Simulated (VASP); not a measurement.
Write the native input for VASP 6.6.1 that does the following.

```yaml
Task: single point
Functional: PBEsol
Potentials_or_basis: VASP PAW PBE potentials, release 64 (Cu, Au)
Cutoff: 600 eV
k_mesh: 9 × 9 × 9
Occupations: gaussian, width 0.1 eV
Spin: no spin polarisation
Dipole_correction: no
Further_INCAR_settings: ALGO = Normal; EDIFF = 1e-06; NBANDS = 18
```

The structure of CuAu lies in POSCAR:

```
CuAu
1.0
    1.3947702965      0.8052710061      4.5305034153
   -1.3947702965      0.8052710061      4.5305034153
    0.0000000000     -1.6105420122      4.5305034152
Cu Au
1 1
Direct
    0.0000000000      0.0000000000      0.0000000000
    0.5000000000      0.5000000000      0.5000000000
```

The input as run:

INCAR

```
SYSTEM = CuAu
PREC     = Accurate       ! precision mode
ENCUT    = 600            ! plane-wave cutoff, eV
EDIFF    = 1E-6           ! SCF threshold, eV
ISMEAR   = 0              ! smearing method
SIGMA    = 0.1            ! smearing width, eV
LREAL    = .FALSE.        ! projectors in reciprocal space
LASPH    = .TRUE.         ! aspherical terms in the spheres
NELM     = 120            ! most SCF steps
ALGO     = Normal         ! electronic algorithm
ISIF     = 2              ! what is computed and relaxed
LWAVE    = .FALSE.        ! write WAVECAR
LCHARG   = .FALSE.        ! write CHGCAR
GGA      = PS             ! functional
NBANDS   = 18             ! bands
GGA_COMPAT= .FALSE.
```

KPOINTS

```
regular mesh
0
G
  9 9 9
  0 0 0
```

Potentials or basis: VASP PAW PBE potentials, release 64 (Cu, Au).

Command:

```sh
$ cat potpaw_PBE.64/Cu/POTCAR potpaw_PBE.64/Au/POTCAR > POTCAR
$ mpirun -np 1 vasp_std > vasp.out
```

It gave:

The pressure is -6.8 GPa. The band gap on the k mesh is zero (band 11 reaches 10.43 eV, above the bottom of band 12 at 5.96 eV).

Caveat: the PAW data sets were made with another functional, which shifts forces and pressure a little; spin-orbit coupling is left out, which moves the levels of the heavy elements.

Run time: 90 s on 1 thread of Intel(R) Xeon(R) Platinum 8375C CPU @ 2.90GHz (Ice Lake), on a shared host, peak memory 0.27 GiB.
